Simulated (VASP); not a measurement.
# AlN (I4/mmm) in VASP: a series of runs, part 2 of 3

VASP 6.6.1. The steps go on from the part before.

## Step 3: Electric field gradients, PBE (zz strain of -3 %)

INCAR reads:

```
SYSTEM = AlN
PREC = Accurate
ENCUT = 520
EDIFF = 1E-8
ISMEAR = -1
SIGMA = 0.02
LREAL = .FALSE.
LASPH = .TRUE.
NELM = 120
ALGO = Normal
ISIF = 2
LWAVE = .FALSE.
LCHARG = .FALSE.
GGA = PE
LEFG = .TRUE.
NBANDS = 11
GGA_COMPAT = .FALSE.
```

KPOINTS reads:

```
Automatic mesh
0
G
  10 10 10
  0 0 0
```

POSCAR reads:

```
AlN
1.0
    0.0000000000      1.9780000000      1.9186600000
    1.9780000000      0.0000000000      1.9186600000
    1.9780000000      1.9780000000      0.0000000000
Al N
1 1
Direct
    0.0000000000      0.0000000000      0.0000000000
    0.5000000000      0.5000000000      0.5000000000
```

Potentials or basis: VASP PAW PBE potentials, release 64 (Al, N).

The run is started by

```
$ cat potpaw_PBE.64/Al/POTCAR potpaw_PBE.64/N/POTCAR > POTCAR
$ mpirun -np 1 vasp_std > vasp.out
```

OUTCAR:

```text
SYSTEM = AlN
   PREC = Accurate
   ENCUT = 520
   EDIFF = 1E-8
   ISMEAR = -1
   LREAL = .FALSE.
   LASPH = .TRUE.
   NELM = 120
   ISIF = 2
   GGA = PE

 ion  position               nearest neighbor table
   1  0.000  0.000  0.000-   2 1.92   2 1.92   2 1.98   2 1.98   2 1.98   2 1.98
   2  0.500  0.500  0.500-   1 1.92   1 1.92   1 1.98   1 1.98   1 1.98   1 1.98

  LATTYP: Found a body centered tetragonal cell.
 ALAT       =     2.7973144264
 C/A-ratio  =     1.3717871555

  Lattice vectors:

 A1 = (   0.0000000000,  -1.9780000000,  -1.9186600000)
 A2 = (   0.0000000000,   1.9780000000,  -1.9186600000)
 A3 = (   1.9780000000,   0.0000000000,   1.9186600000)

Analysis of symmetry for initial positions (statically):
=====================================================================
 Subroutine PRICEL returns:
 Original cell was already a primitive cell.

 Routine SETGRP: Setting up the symmetry group for a
 body centered tetragonal supercell.

 Subroutine GETGRP returns: Found 16 space group operations
 (whereof 16 operations were pure point group operations)
 out of a pool of 16 trial point group operations.

The static configuration has the point symmetry D_4h.

Analysis of symmetry for dynamics (positions and initial velocities):
=====================================================================
 Subroutine PRICEL returns:
 Original cell was already a primitive cell.

 Routine SETGRP: Setting up the symmetry group for a
 body centered tetragonal supercell.

 Subroutine GETGRP returns: Found 16 space group operations
 (whereof 16 operations were pure point group operations)
[... 165 lines left out ...]
      8      24.0291      0.00000
      9      29.1527      0.00000
     10      29.2290      0.00000
     11      30.3368      0.00000
[... 309 lines left out ...]
 k-point    24 :       0.4000    0.3000    0.0000
  band No.  band energies     occupation
      1      -3.7406      2.00000
      2       5.0303      2.00000
      3       8.1224      2.00000
      4       8.6187      2.00000
      5      17.5769      0.00000
      6      18.7158      0.00000
      7      24.8156      0.00000
      8      27.8436      0.00000
      9      28.8134      0.00000
     10      33.9960      0.00000
     11      37.7018      0.00000

 [... further k-points ...]
[... 5 lines left out ...]
  --------------------------------------------------------------------------------------
  -------------------------------------------------------------------------------------
  Total        2.9882573      2.9882573      4.4397719      0.0000000      0.0000000      0.0000000
  in kB      318.8951932    318.8951932    473.7951952      0.0000000      0.0000000      0.0000000
  external PRESSURE =     370.5285272 kB  Pullay stress =       0.0000000 kB

 VOLUME and BASIS-vectors are now :
 -----------------------------------------------------------------------------
  energy-cutoff  :      520.00
  volume of cell :       15.01
      direct lattice vectors                 reciprocal lattice vectors
     0.000000000  1.978000000  1.918660000    -0.252780586  0.252780586  0.260598543
     1.978000000  0.000000000  1.918660000     0.252780586 -0.252780586  0.260598543
     1.978000000  1.978000000  0.000000000     0.252780586  0.252780586 -0.260598543

 POSITION                                       TOTAL-FORCE (eV/Angst)
 -----------------------------------------------------------------------------------
      0.00000      0.00000      0.00000         0.000000     -0.000000     -0.000000
      1.97800      1.97800      1.91866        -0.000000      0.000000      0.000000
 -----------------------------------------------------------------------------------
    total drift:                                0.000000      0.000000      0.000000

  FREE ENERGIE OF THE ION-ELECTRON SYSTEM (eV)
  ---------------------------------------------------
  free  energy   TOTEN  =       -14.3407715102 eV

  energy  without entropy=      -14.3407715102  energy(sigma->0) =      -14.34077151

 Electric field gradients (V/A^2)
---------------------------------------------------------------------
 ion       V_xx      V_yy      V_zz      V_xy      V_xz      V_yz
---------------------------------------------------------------------
   1       6.690     6.690   -13.380     0.000    -0.000    -0.000
   2       2.264     2.264    -4.527     0.001     0.001     0.001
---------------------------------------------------------------------

 Electric field gradients after diagonalization (V/A^2)
 (convention: |V_zz| > |V_xx| > |V_yy|)
----------------------------------------------------------------------
 ion       V_xx      V_yy      V_zz     asymmetry (V_yy - V_xx)/ V_zz
----------------------------------------------------------------------
   1       6.690     6.690   -13.380       0.000
   2       2.264     2.263    -4.527       0.000
----------------------------------------------------------------------

           NMR quadrupolar parameters

 Cq : quadrupolar parameter    Cq=e*Q*V_zz/h
 eta: asymmetry parameters     (V_yy - V_xx)/ V_zz
 Q  : nuclear electric quadrupole moment in mb (millibarn)
----------------------------------------------------------------------
 ion       Cq(MHz)       eta       Q (mb)
----------------------------------------------------------------------
   1      -0.032       0.000       1.000
   2      -0.011       0.000       1.000
----------------------------------------------------------------------
```

OSZICAR:

```text
N       E                     dE             d eps       ncg     rms          rms(c)
DAV:   1     0.112723666865E+02    0.11272E+02   -0.40777E+03  2276   0.624E+02
DAV:   2    -0.154963574172E+02   -0.26769E+02   -0.25777E+02  2741   0.144E+02
DAV:   3    -0.161939330525E+02   -0.69758E+00   -0.69639E+00  2717   0.212E+01
DAV:   4    -0.161964009348E+02   -0.24679E-02   -0.24677E-02  2535   0.138E+00
DAV:   5    -0.161964200483E+02   -0.19113E-04   -0.19113E-04  2682   0.115E-01    0.805E+00
DAV:   6    -0.143748040094E+02    0.18216E+01   -0.70874E+00  2472   0.148E+01    0.296E+00
DAV:   7    -0.143461117360E+02    0.28692E-01   -0.25140E-01  2525   0.349E+00    0.191E+00
DAV:   8    -0.143410912856E+02    0.50205E-02   -0.14859E-02  2403   0.106E+00    0.371E-01
DAV:   9    -0.143407283203E+02    0.36297E-03   -0.13961E-03  2565   0.236E-01    0.168E-01
DAV:  10    -0.143407795427E+02   -0.51222E-04   -0.14914E-04  2534   0.868E-02    0.566E-02
DAV:  11    -0.143407717732E+02    0.77695E-05   -0.26703E-05  2649   0.303E-02    0.726E-03
DAV:  12    -0.143407715726E+02    0.20059E-06   -0.71413E-07  2520   0.732E-03    0.117E-03
DAV:  13    -0.143407715152E+02    0.57456E-07   -0.21382E-08  2634   0.939E-04    0.318E-04
DAV:  14    -0.143407715102E+02    0.50052E-08   -0.86275E-10  1362   0.243E-04
   1 F= -.14340772E+02 E0= -.14340772E+02  d E =-.163562E-13
```

stdout:

```text
POSCAR found type information on POSCAR AlN
 POSCAR found :  2 types and       2 ions
 scaLAPACK will be used
 LDA part: xc-table for (Slater+PW92), standard interpolation
 POSCAR, INCAR and KPOINTS ok, starting setup
 FFT: planning ... GRIDC
 FFT: planning ... GRID_SOFT
 FFT: planning ... GRID
 WAVECAR not read
 entering main loop
ion   1

ion   2
```

It took 6.5 s on 1 thread of Intel Xeon 6975P-C (Granite Rapids), shared host; peak memory 0.13 GiB.

Results:

```yaml
Free_energy: -14.3408 eV
Pressure: 37.1 GPa
Band_gap_on_the_k_mesh: 4.84 eV (least direct gap 7.04 eV)
Largest_electric_field_gradient_by_atom: Al -13.4; N -4.5 V/Å²
```

Stress tensor (GPa, compression positive):
```
31.89  0.00  0.00
 0.00 31.89  0.00
 0.00  0.00 47.38
```

Levels at points of the mesh, in eV from the valence-band top:
```
           k point  band 1  band 2  band 3  band 4  band 5  band 6  band 7  band 8
(0.00, 0.00, 0.00)  -18.53   -0.22    0.00    0.00    7.04   12.27   12.27   12.70
(0.50, 0.00, 0.00)  -14.87   -9.01   -1.41   -1.28    6.65   11.36   12.17   14.66
(0.50, 0.50, 0.00)  -13.57   -8.00   -3.29   -3.29    4.84    5.31   15.45   18.54
(0.50, 0.00, 0.50)  -13.85   -8.17   -3.23   -2.84    5.17    5.62   15.06   18.32
```

Electric field gradients, principal values (V/Å²):
```tsv
atom	least	middle	greatest (by size)
1 Al	6.690	6.690	-13.380
2 N	2.263	2.264	-4.527
```

Caveat: the cell differs from its parent crystal (zz strain of -3 %); the cell stands under pressure; without QUAD_EFG the Cq values of the log hold for a quadrupole moment of 1 mb, not for the nuclei. A k mesh can miss the band edges.

## Step 4: Electric field gradients, PBE (zz strain of -3 %)

INCAR reads:

```
  PREC = Accurate
  ENCUT = 520
  EDIFF = 1E-8
  ISMEAR = -1
  SIGMA = 0.02
  LREAL = F
  LASPH = T
  NELM = 120
  ALGO = Normal
  ISIF = 2
  LWAVE = F
  LCHARG = F
  GGA = PE
  LEFG = T
  NBANDS = 11
  GGA_COMPAT = F
```

KPOINTS reads:

```
Automatic mesh
0
Gamma
  10 10 10
```

POSCAR is that of step 3.

Potentials or basis: VASP PAW PBE potentials, release 64 (Al, N).

The run is started by

```
$ cat potpaw_PBE.64/Al/POTCAR potpaw_PBE.64/N/POTCAR > POTCAR
$ mpirun -np 1 vasp_std > vasp.out
```

OUTCAR:

```text
PREC = Accurate
   ENCUT = 520
   EDIFF = 1E-8
   ISMEAR = -1
   LREAL = F
   LASPH = T
   NELM = 120
   ISIF = 2
   GGA = PE

 ion  position               nearest neighbor table
   1  0.000  0.000  0.000-   2 1.92   2 1.92   2 1.98   2 1.98   2 1.98   2 1.98
   2  0.500  0.500  0.500-   1 1.92   1 1.92   1 1.98   1 1.98   1 1.98   1 1.98

  LATTYP: Found a body centered tetragonal cell.
 ALAT       =     2.7973144264
 C/A-ratio  =     1.3717871555

  Lattice vectors:
[... 548 lines left out ...]

  FREE ENERGIE OF THE ION-ELECTRON SYSTEM (eV)
  ---------------------------------------------------
  free  energy   TOTEN  =       -14.3407715102 eV

  energy  without entropy=      -14.3407715102  energy(sigma->0) =      -14.34077151

 Electric field gradients (V/A^2)
---------------------------------------------------------------------
 ion       V_xx      V_yy      V_zz      V_xy      V_xz      V_yz
---------------------------------------------------------------------
   1       6.690     6.690   -13.380     0.000    -0.000    -0.000
   2       2.264     2.264    -4.527     0.001     0.001     0.001
---------------------------------------------------------------------

 Electric field gradients after diagonalization (V/A^2)
 (convention: |V_zz| > |V_xx| > |V_yy|)
----------------------------------------------------------------------
 ion       V_xx      V_yy      V_zz     asymmetry (V_yy - V_xx)/ V_zz
----------------------------------------------------------------------
   1       6.690     6.690   -13.380       0.000
   2       2.264     2.263    -4.527       0.000
----------------------------------------------------------------------

           NMR quadrupolar parameters

 Cq : quadrupolar parameter    Cq=e*Q*V_zz/h
 eta: asymmetry parameters     (V_yy - V_xx)/ V_zz
 Q  : nuclear electric quadrupole moment in mb (millibarn)
----------------------------------------------------------------------
 ion       Cq(MHz)       eta       Q (mb)
----------------------------------------------------------------------
   1      -0.032       0.000       1.000
   2      -0.011       0.000       1.000
----------------------------------------------------------------------
```

stdout:

```text
POSCAR found type information on POSCAR AlN
 POSCAR found :  2 types and       2 ions
 scaLAPACK will be used
 LDA part: xc-table for (Slater+PW92), standard interpolation
 POSCAR, INCAR and KPOINTS ok, starting setup
 FFT: planning ... GRIDC
 FFT: planning ... GRID_SOFT
 FFT: planning ... GRID
 WAVECAR not read
 entering main loop
ion   1

ion   2
```

Run time: 6.9 s. Hardware: 1 thread of Intel Xeon 6975P-C (Granite Rapids), shared host; peak memory 0.13 GiB.

Results:

```yaml
Free_energy: -14.3408 eV
Pressure: 37.1 GPa
Band_gap_on_the_k_mesh: 4.84 eV (least direct gap 7.04 eV)
Largest_electric_field_gradient_by_atom: Al -13.4; N -4.5 V/Å²
```

Stress tensor (GPa, compression positive):
```
31.89  0.00  0.00
 0.00 31.89  0.00
 0.00  0.00 47.38
```

Electric field gradients, principal values (V/Å²):
```csv
atom,least,middle,greatest (by size)
1 Al,6.690,6.690,-13.380
2 N,2.263,2.264,-4.527
```

Caveat: the cell differs from its parent crystal (zz strain of -3 %); the cell stands under pressure; without QUAD_EFG the Cq values of the log hold for a quadrupole moment of 1 mb, not for the nuclei.

## Step 5: Electric field gradients, PBE (equal xx and yy strain of -3 %)

INCAR reads:

```
PREC = Accurate
ENCUT = 520
EDIFF = 1E-8
ISMEAR = -1
SIGMA = 0.02
LREAL = F
LASPH = T
NELM = 120
ALGO = Normal
ISIF = 2
LWAVE = F
LCHARG = F
GGA = PE
LEFG = T
NBANDS = 11
GGA_COMPAT = F
```

KPOINTS is that of step 4.

POSCAR reads:

```
AlN
1.0
    0.0000000000      1.9186600000      1.9780000000
    1.9186600000      0.0000000000      1.9780000000
    1.9186600000      1.9186600000      0.0000000000
Al N
1 1
Direct
    0.0000000000      0.0000000000      0.0000000000
    0.5000000000      0.5000000000      0.5000000000
```

Potentials or basis: VASP PAW PBE potentials, release 64 (Al, N).

The run is started by

```
$ cat potpaw_PBE.64/Al/POTCAR potpaw_PBE.64/N/POTCAR > POTCAR
$ mpirun -np 1 vasp_std > vasp.out
```

OUTCAR:

```text
PREC = Accurate
   ENCUT = 520
   EDIFF = 1E-8
   ISMEAR = -1
   LREAL = F
   LASPH = T
   NELM = 120
   ISIF = 2
   GGA = PE

 ion  position               nearest neighbor table
   1  0.000  0.000  0.000-   2 1.92   2 1.92   2 1.92   2 1.92   2 1.98   2 1.98
   2  0.500  0.500  0.500-   1 1.92   1 1.92   1 1.92   1 1.92   1 1.98   1 1.98

  LATTYP: Found a body centered tetragonal cell.
 ALAT       =     2.7133949936
 C/A-ratio  =     1.4579521262

  Lattice vectors:

 A1 = (  -1.9186600000,   0.0000000000,   1.9780000000)
 A2 = (   1.9186600000,   0.0000000000,   1.9780000000)
 A3 = (   0.0000000000,   1.9186600000,  -1.9780000000)

Analysis of symmetry for initial positions (statically):
=====================================================================
 Subroutine PRICEL returns:
 Original cell was already a primitive cell.

 Routine SETGRP: Setting up the symmetry group for a
 body centered tetragonal supercell.

 Subroutine GETGRP returns: Found 16 space group operations
 (whereof 16 operations were pure point group operations)
 out of a pool of 16 trial point group operations.

The static configuration has the point symmetry D_4h.

Analysis of symmetry for dynamics (positions and initial velocities):
=====================================================================
 Subroutine PRICEL returns:
 Original cell was already a primitive cell.

 Routine SETGRP: Setting up the symmetry group for a
 body centered tetragonal supercell.

 Subroutine GETGRP returns: Found 16 space group operations
[... 479 lines left out ...]
 k-point    24 :       0.4000    0.3000    0.0000
  band No.  band energies     occupation
      1      -3.7523      2.00000
      2       5.2606      2.00000
      3       8.6002      2.00000
      4       9.2538      2.00000
      5      18.3692      0.00000
      6      19.7252      0.00000
      7      25.2251      0.00000
      8      29.1806      0.00000
      9      30.0342      0.00000
     10      35.1553      0.00000
     11      38.3548      0.00000

 [... further k-points ...]

------------------------ aborting loop because EDIFF is reached ----------------------------------------

  FORCE on cell =-STRESS in cart. coord.  units (eV):
  Direction    XX          YY          ZZ          XY          YZ          ZX
  --------------------------------------------------------------------------------------
  -------------------------------------------------------------------------------------
  Total        5.0102369      5.0102369      3.5034311      0.0000000     -0.0000000     -0.0000000
  in kB      551.2092718    551.2092718    385.4356085      0.0000000     -0.0000000     -0.0000000
  external PRESSURE =     495.9513840 kB  Pullay stress =       0.0000000 kB

 VOLUME and BASIS-vectors are now :
 -----------------------------------------------------------------------------
  energy-cutoff  :      520.00
  volume of cell :       14.56
      direct lattice vectors                 reciprocal lattice vectors
     0.000000000  1.918660000  1.978000000    -0.260598543  0.260598543  0.252780586
     1.918660000  0.000000000  1.978000000     0.260598543 -0.260598543  0.252780586
     1.918660000  1.918660000  0.000000000     0.260598543  0.260598543 -0.252780586

 POSITION                                       TOTAL-FORCE (eV/Angst)
 -----------------------------------------------------------------------------------
      0.00000      0.00000      0.00000         0.000000      0.000000      0.000000
      1.91866      1.91866      1.97800         0.000000      0.000000     -0.000000
 -----------------------------------------------------------------------------------
    total drift:                                0.000000      0.000000      0.000000

  FREE ENERGIE OF THE ION-ELECTRON SYSTEM (eV)
  ---------------------------------------------------
  free  energy   TOTEN  =       -14.2197711408 eV

  energy  without entropy=      -14.2197711408  energy(sigma->0) =      -14.21977114

 Electric field gradients (V/A^2)
---------------------------------------------------------------------
 ion       V_xx      V_yy      V_zz      V_xy      V_xz      V_yz
---------------------------------------------------------------------
   1      -6.634    -6.634    13.269     0.000    -0.000    -0.000
   2      -2.419    -2.419     4.838     0.002     0.001     0.001
---------------------------------------------------------------------

 Electric field gradients after diagonalization (V/A^2)
 (convention: |V_zz| > |V_xx| > |V_yy|)
----------------------------------------------------------------------
 ion       V_xx      V_yy      V_zz     asymmetry (V_yy - V_xx)/ V_zz
----------------------------------------------------------------------
   1      -6.634    -6.634    13.269       0.000
   2      -2.421    -2.417     4.838       0.001
----------------------------------------------------------------------

           NMR quadrupolar parameters

 Cq : quadrupolar parameter    Cq=e*Q*V_zz/h
 eta: asymmetry parameters     (V_yy - V_xx)/ V_zz
 Q  : nuclear electric quadrupole moment in mb (millibarn)
----------------------------------------------------------------------
 ion       Cq(MHz)       eta       Q (mb)
----------------------------------------------------------------------
   1       0.032       0.000       1.000
   2       0.012       0.001       1.000
----------------------------------------------------------------------
```

Run time: 6.3 s. Hardware: 1 thread of Intel Xeon 6975P-C (Granite Rapids), shared host; peak memory 0.13 GiB.

Results:

```
Free energy                             : -14.2198 eV
Pressure                                : 49.6 GPa
Band gap on the k mesh                  : 4.83 eV (least direct gap 7.47 eV)
Largest electric field gradient by atom : Al +13.3; N +4.8 V/Å²
```

Electric field gradients, principal values (V/Å²):
| atom | least | middle | greatest (by size) |
| --- | --- | --- | --- |
| 1 Al | -6.634 | -6.634 | 13.269 |
| 2 N | -2.417 | -2.421 | 4.838 |

Caveat: the cell differs from its parent crystal (equal xx and yy strain of -3 %); the cell stands under pressure; without QUAD_EFG the Cq values of the log hold for a quadrupole moment of 1 mb, not for the nuclei.

(Part 2 of 3 ends here.)
